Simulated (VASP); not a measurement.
# In (I4/mmm) in VASP: relaxation of cell and atoms with PBEsol

Aim: the relaxation of cell and atoms of In with PBEsol.

All numbers are computed with VASP 6.6.1; they aren't measurements. Logs are shortened: lines on timing, memory, paths and dates and some standing lists are left out, and cuts for length are marked.

## (1) The cell of the first run

The structure is tetragonal, space group I4/mmm (No. 139). Conventional cell: a = 3.259 Å, b = 3.259 Å, c = 4.986 Å, α = 90.00°, β = 90.00°, γ = 90.00°. Within 4.3 Å of In (site symmetry 4/mmm) lie 12 In at 3.26 to 3.40 Å.

## (2) Relaxation of cell and atoms, PBEsol

File INCAR:

```
SYSTEM = In
PREC = Accurate
ENCUT = 600
EDIFF = 1E-6
ISMEAR = 0
SIGMA = 0.1
LREAL = .False.
LASPH = .True.
NELM = 60
ALGO = Fast
ISIF = 3
LWAVE = .False.
LCHARG = .False.
GGA = PS
IBRION = 2
NSW = 100
EDIFFG = -0.005
```

File KPOINTS:

```
regular mesh
0
Gamma
  18 18 18
  0 0 0
```

File POSCAR:

```
In
1.0
   -1.6297352700      1.6297352700      2.4928993500
    1.6297352700     -1.6297352700      2.4928993500
    1.6297352700      1.6297352700     -2.4928993500
In
1
Direct
    0.0000000000      0.0000000000      0.0000000000
```

Potentials or basis: VASP PAW PBE potentials, release 64 (In_d).

On the command line:

```sh
$ cat potpaw_PBE.64/In_d/POTCAR > POTCAR
$ mpirun -np 1 vasp_std > vasp.out
```

OUTCAR:

```text
SYSTEM = In
   PREC = Accurate
   ENCUT = 600
   EDIFF = 1E-6
   ISMEAR = 0
   LREAL = .False.
   LASPH = .True.
   NELM = 60
   ISIF = 3
   GGA = PS
   IBRION = 2
   NSW = 100
   EDIFFG = -0.005

 ion  position               nearest neighbor table
   1  0.000  0.000  0.000-

  LATTYP: Found a body centered tetragonal cell.
 ALAT       =     3.2594705400
 C/A-ratio  =     1.5296345338

  Lattice vectors:

 A1 = (  -1.6297352700,   1.6297352700,   2.4928993500)
 A2 = (   1.6297352700,  -1.6297352700,   2.4928993500)
 A3 = (   1.6297352700,   1.6297352700,  -2.4928993500)

Analysis of symmetry for initial positions (statically):
=====================================================================
 Subroutine PRICEL returns:
 Original cell was already a primitive cell.

 Routine SETGRP: Setting up the symmetry group for a
 body centered tetragonal supercell.

 Subroutine GETGRP returns: Found 16 space group operations
 (whereof 16 operations were pure point group operations)
 out of a pool of 16 trial point group operations.

The static configuration has the point symmetry D_4h.

Analysis of symmetry for dynamics (positions and initial velocities):
=====================================================================
 Subroutine PRICEL returns:
 Original cell was already a primitive cell.

 Routine SETGRP: Setting up the symmetry group for a
 body centered tetragonal supercell.

 Subroutine GETGRP returns: Found 16 space group operations
 (whereof 16 operations were pure point group operations)
 out of a pool of 16 trial point group operations.

The dynamic configuration has the point symmetry D_4h.

 Subroutine INISYM returns: Found 16 space group operations
 (whereof 16 operations are pure point group operations),
 and found     1 'primitive' translations

----------------------------------------------------------------------------------------

                                     Primitive cell

  volume of cell :      26.4849

  direct lattice vectors                    reciprocal lattice vectors
    -1.629735270  1.629735270  2.492899350     0.000000000  0.306798294  0.200569670
     1.629735270 -1.629735270  2.492899350     0.306798294  0.000000000  0.200569670
     1.629735270  1.629735270 -2.492899350     0.306798294  0.306798294  0.000000000

[... 110 lines left out ...]
   LEPSILON=     F    determine dielectric tensor
   LRPA    =     F    only Hartree local field effects (RPA)
 conjugate gradient relaxation of ions
 non-spin polarized calculation
 RMM-DIIS sequential band-by-band and
 Gauss-broadening in eV      SIGMA  =   0.10
  energy-cutoff  :      600.00
  volume of cell :       26.48
 maximum number of plane-waves:       910
   NGX = 13   NGY = 13   NGZ = 13

--------------------------------------- Ionic step        1  -------------------------------------------

 number of electron      13.0000005 magnetization

 Free energy of the ion-electron system (eV)
  ---------------------------------------------------
  ext. energy  EPLUGINS =         0.00000000
  ---------------------------------------------------
  free energy    TOTEN  =        -2.98071297 eV

  energy without entropy =       -2.97801602  energy(sigma->0) =       -2.97936449

------------------------ aborting loop because EDIFF is reached ----------------------------------------

  FORCE on cell =-STRESS in cart. coord.  units (eV):
  Direction    XX          YY          ZZ          XY          YZ          ZX
  --------------------------------------------------------------------------------------
  -------------------------------------------------------------------------------------
  Total       -0.2516653     -0.2516653     -0.2246337      0.0000000     -0.0000000      0.0000000
  in kB      -15.2242208    -15.2242208    -13.5889750      0.0000000     -0.0000000      0.0000000
  external PRESSURE =     -14.6791389 kB  Pullay stress =       0.0000000 kB
[... 86 lines left out ...]
  FREE ENERGIE OF THE ION-ELECTRON SYSTEM (eV)
  ---------------------------------------------------
  free  energy   TOTEN  =        -2.9851737415 eV

  energy  without entropy=       -2.9827281513  energy(sigma->0) =       -2.98395095

[... ionic steps 4 to 14 ...]

--------------------------------------- Ionic step       15  -------------------------------------------

 number of electron      13.0000002 magnetization

------------------------ aborting loop because EDIFF is reached ----------------------------------------
[... 65 lines left out ...]
--------------------------------------- Ionic step       17  -------------------------------------------

 number of electron      13.0000002 magnetization

 Free energy of the ion-electron system (eV)
  ---------------------------------------------------
  ext. energy  EPLUGINS =         0.00000000
  ---------------------------------------------------
  free energy    TOTEN  =        -2.98588609 eV

  energy without entropy =       -2.98398596  energy(sigma->0) =       -2.98493603

 E-fermi :   7.6326     XC(G=0): -10.5224

 val. band max:        7.6191759591   @ k =   0.3333   0.3333  -0.0000
 cond. band min:       7.6630501591   @ k =   0.2778   0.2778   0.1111
 fundamental gap:      0.0438742001
 Fermi energy:         7.6326287160

 k-point     1 :       0.0000    0.0000    0.0000
  band No.  band energies     occupation
      1      -7.0489      2.00000
      2      -6.8866      2.00000
      3      -6.8866      2.00000
      4      -6.8392      2.00000
      5      -6.6834      2.00000
      6      -2.1028      2.00000
      7      18.3748      0.00000
      8      18.3748      0.00000
      9      18.5977      0.00000
     10      19.3270      0.00000
[... 287 lines left out ...]
 k-point    24 :      -0.2222    0.0556   -0.0000
  band No.  band energies     occupation
      1      -6.9802      2.00000
      2      -6.9275      2.00000
      3      -6.8401      2.00000
      4      -6.7738      2.00000
      5      -6.7111      2.00000
      6      -1.0741      2.00000
      7      12.3864      0.00000
      8      16.0748      0.00000
      9      17.4609      0.00000
     10      19.6885      0.00000

 [... further k-points ...]

------------------------ aborting loop because EDIFF is reached ----------------------------------------

  FORCE on cell =-STRESS in cart. coord.  units (eV):
  Direction    XX          YY          ZZ          XY          YZ          ZX
  --------------------------------------------------------------------------------------
  -------------------------------------------------------------------------------------
  Total        0.0015034      0.0015034      0.0002308      0.0000000     -0.0000000     -0.0000000
  in kB        0.0943472      0.0943472      0.0144872      0.0000000     -0.0000000     -0.0000000
  external PRESSURE =       0.0677272 kB  Pullay stress =       0.0000000 kB
[... 16 lines left out ...]
  FREE ENERGIE OF THE ION-ELECTRON SYSTEM (eV)
  ---------------------------------------------------
  free  energy   TOTEN  =        -2.9858860863 eV

  energy  without entropy=       -2.9839859640  energy(sigma->0) =       -2.98493603

 reached required accuracy - stopping structural energy minimisation
```

Wall time 14 min (1 thread of Intel Xeon Platinum 8488C (Sapphire Rapids), shared host); peak memory 0.31 GiB.

Results:

```yaml
Free_energy: -2.9859 eV
Relaxed_volume: 25.53 Å³/atom
Relaxed_cell: a = 3.370 Å, b = 3.370 Å, c = 3.370 Å, α = 123.41°, β = 123.41°, γ = 84.18°
Space_group_after_relaxing_to_0.1_Å: I4/mmm (No. 139)
Energy_gained_by_relaxing: 5.2 meV/atom
Ionic_steps: 17
Pressure_after_relaxing: 0.0 GPa
Band_gap_on_the_k_mesh: zero (an odd number of electrons rules out a gap without spin polarisation)
```

The path:
```csv
step,energy change (eV),largest force (eV/Å),pressure (GPa),volume (Å³)
1,0.0000,0.0000,-1.47,26.48
2,-0.0045,0.0000,0.06,25.57
3,-0.0045,0.0000,-0.13,25.59
4,-0.0046,0.0000,-0.02,25.57
5,-0.0050,0.0000,0.04,25.53
6,-0.0049,0.0000,0.28,25.42
7,-0.0052,0.0000,0.07,25.49
8,-0.0052,0.0000,0.02,25.48
9,-0.0051,0.0000,0.16,25.45
10,-0.0052,0.0000,0.06,25.48
11,-0.0052,0.0000,-0.02,25.54
12,-0.0052,0.0000,0.02,25.52
13,-0.0052,0.0000,-0.01,25.53
14,-0.0052,0.0000,0.01,25.52
15,-0.0052,0.0000,-0.08,25.54
16,-0.0052,0.0000,-0.04,25.53
17,-0.0052,0.0000,0.01,25.53
```

Final structure:
```
In
1.0
    -1.59748    1.59748    2.50098
     1.59748   -1.59748    2.50098
     1.59748    1.59748   -2.50098
In
1
Direct
  0.00000 0.00000 0.00000
```

Caveat: the PAW data sets were made with another functional, which shifts forces and pressure a little; spin-orbit coupling is left out, which moves the levels of the heavy elements.

The gap in the log of VASP goes by the Fermi energy; the results here count the filled bands.